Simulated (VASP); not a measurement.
# Sn2H3Br: relaxation of cell and atoms with PBE

Crystal: Sn2H3Br.

```
Sn H Br
1.0
     0.00000    4.46390    4.40578
     2.56869    0.00000    4.40578
     2.56869    4.46390    0.00000
Sn H Br
2 3 1
Direct
  0.25143 0.25143 0.24857
  0.75143 0.75143 0.74857
  0.83523 0.83523 0.16477
  0.66723 0.33542 0.66458
  0.33542 0.66723 0.33277
  0.15927 0.15927 0.84073
```

The cell was generated, and may not be a known phase.

* Program: VASP 6.6.1
* Task: relaxation of cell and atoms
* Functional: PBE
* Potentials or basis: VASP PAW PBE potentials, release 64 (Sn_d, H_h, Br)
* Cutoff: 1230 eV
* k mesh: 3 × 3 × 3
* Occupations: gaussian, width 0.15 eV
* Spin: no spin polarisation
* Dipole correction: no
* Further INCAR settings: ALGO = Normal; EDIFF = 1e-07; IBRION = 2; EDIFFG = -0.08; NSW = 36; ISIF = 3

- Relaxed volume: 25.37 Å³/atom
- Relaxed cell: a = 7.229 Å, b = 6.833 Å, c = 5.077 Å, α = 73.07°, β = 64.72°, γ = 42.21°
- Space group after relaxing (to 0.1 Å): Fmm2 (No. 42)
- Energy gained by relaxing: 584.3 meV/atom
- Ionic steps: 35
- Pressure after relaxing: -0.3 GPa
- Largest force after relaxing: 0.047 eV/Å
- Band gap on the k mesh: 0.61 eV (least direct gap 0.73 eV)

Forces in eV/Å, atoms in the order of the input:
```
Sn   0.000  0.000 -0.042
Sn   0.000  0.000 -0.042
H    0.000  0.000  0.004
H    0.000 -0.012  0.016
H    0.000  0.012  0.016
Br   0.000  0.000  0.047
```

Stress tensor (GPa, compression positive):
```
-0.29  0.00  0.00
 0.00 -0.39  0.00
 0.00  0.00 -0.30
```

Step by step:
```csv
step,energy change (eV),largest force (eV/Å),pressure (GPa),volume (Å³)
1,0.0000,1.5336,11.87,101.04
2,-1.7160,0.5399,-1.37,119.63
3,-1.7697,0.5644,-2.52,122.95
4,-1.7376,0.6052,-4.25,129.64
5,-1.7781,0.5780,-3.13,124.97
6,-2.0324,0.5536,-2.23,119.31
7,-2.2147,0.6270,-0.65,111.73
8,-2.1112,0.7978,4.81,96.63
9,-2.2554,0.6980,0.91,106.14
10,-2.3760,0.6129,0.50,106.55
11,-2.6083,0.3612,-0.25,107.66
12,-2.4791,0.5665,-0.03,109.41
13,-2.6473,0.3853,-0.42,108.38
14,-2.7448,0.1164,1.03,106.48
15,-2.7467,0.1409,1.33,106.14
16,-2.8145,0.3236,-0.18,112.82
17,-2.8329,0.4225,-0.92,117.74
18,-2.8881,0.4816,-0.70,119.28
19,-2.9855,0.6505,0.18,123.36
20,-2.9940,0.7199,0.63,124.82
21,-3.0643,0.7318,0.25,129.40
22,-3.2096,0.7039,-0.61,142.66
23,-3.0727,1.0346,-0.93,166.72
24,-3.2323,0.6740,-0.46,147.94
25,-3.3292,0.4456,-0.77,152.37
26,-3.3611,0.3120,-0.94,155.12
27,-3.3548,0.2652,-1.21,160.09
28,-3.3713,0.2107,-1.01,156.79
29,-3.4072,0.1825,0.15,150.92
30,-3.4075,0.1898,0.26,150.38
31,-3.4274,0.1721,0.26,150.38
32,-3.4819,0.1047,0.23,150.28
33,-3.4550,0.3186,0.09,149.72
34,-3.4999,0.1169,0.16,150.13
35,-3.5059,0.0472,-0.32,152.22
```

Final structure:
```
Sn H Br
1.0
     0.00000    3.95893    6.04875
     3.17825    0.00000    6.04875
     3.17825    3.95893    0.00000
Sn H Br
2 3 1
Direct
  0.32574 0.32574 0.17426
  0.82574 0.82574 0.67426
  0.83560 0.83560 0.16440
  0.60401 0.24179 0.75821
  0.24179 0.60401 0.39599
  0.16711 0.16711 0.83289
```

Levels at points of the mesh, in eV from the valence-band top:
```
           k point  band 15  band 16  band 17  band 18  band 19  band 20  band 21  band 22  band 23
(0.00, 0.00, 0.00)    -3.44    -2.94    -2.56    -2.35     0.00     0.73     0.97     1.89     3.55
```

It took 33 min on 1 thread of Intel(R) Xeon(R) 6975P-C (Granite Rapids), on a shared host, peak memory 0.67 GiB.

Caveat: the k points lie up to 0.46 Å⁻¹ apart in the final cell; the volume moved by over 15 % at a fixed basis, so the end points are rough; semilocal functionals underestimate gaps, and a narrow one can read as zero; spin-orbit coupling is left out, which moves the levels of the heavy elements; the relaxation stopped at a loose force limit of 0.08 eV/Å, so its end isn't a converged minimum. A k mesh can miss the band edges.
